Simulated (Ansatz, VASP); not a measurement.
SnO in VASP and in Ansatz

File INCAR:

```
SYSTEM = SnO
PREC = Accurate
ENCUT = 520
EDIFF = 1E-7
ISMEAR = 0
SIGMA = 0.15
LREAL = .FALSE.
LASPH = .TRUE.
NELM = 60
ALGO = Normal
ISIF = 2
LWAVE = .FALSE.
LCHARG = .FALSE.
GGA = PS
NBANDS = 28
```

KPOINTS

```
Automatic mesh
0
G
  12 12 10
  0 0 0
```

File POSCAR:

```
SnO
1.0
    3.8020000000      0.0665350000      0.0000000000
    0.0665350000      3.8020000000      0.0000000000
    0.0000000000      0.0000000000      4.8360000000
Sn O
2 2
Direct
    0.0000000000      0.5000000000      0.2385000000
    0.5000000000      0.0000000000      0.7615000000
    0.0000000000      0.0000000000      0.0000000000
    0.5000000000      0.5000000000      0.0000000000
```

Input for Ansatz:

```yaml
crystal:
  lattice:
    - [3.802, 0.066535, 0.0]
    - [0.066535, 3.802, 0.0]
    - [0.0, 0.0, 4.836]
  atoms:
    - { symbol: Sn, position: [0.0, 0.5, 0.2385] }
    - { symbol: Sn, position: [0.5, 0.0, 0.7615] }
    - { symbol: O, position: [0.0, 0.0, 0.0] }
    - { symbol: O, position: [0.5, 0.5, 0.0] }
basis:
  ecutwfc: 420
kpoints:
  mp_grid: { grid: [12, 12, 10] }
hamiltonian:
  xc: pbesol
scf:
  occupations: { method: gaussian, width: 0.15 }
output:
  forces: true
  stress: true
  eigenvalues: true
```

Change from the starting cell: strain +0.0350 x Voigt [0, 0, 0, 0, 0, 1], atoms carried along.

Alike in both runs: task single point; functional PBEsol; k mesh 12 × 12 × 10; occupations gaussian, width 0.15 eV; no spin polarisation.

|  | VASP | Ansatz |
| --- | --- | --- |
| version | VASP 6.6.1 | Ansatz 0.2.0 |
| potentials or method | VASP PAW PBE potentials, release 64 (Sn_d, O), cutoff 520 eV | scalar-relativistic, plane waves, PAW |
| valence electrons in the cell | 40 | 40 |

Ansatz gave:

| Property | Result |
| --- | --- |
| gap on the k mesh at the Fermi level (eV) | none |
| pressure (GPa) | 0.0 |
| traceless stress, the component that is largest in VASP (GPa) | -2.93 |
| rms of the force components (eV/Å) | 0.025 |

Problem. What did VASP give for the same quantities?

Solution. gap on the k mesh at the Fermi level (eV): none; pressure (GPa): 0.3; traceless stress, the component that is largest in VASP (GPa): -2.91; rms of the force components (eV/Å): 0.060.

VASP's potentials were made for PBE, not for PBEsol. Atom by atom the forces differ by 0.035 eV/Å (rms over components). A gap of «none» marks a metal or a gap that the smearing closes.
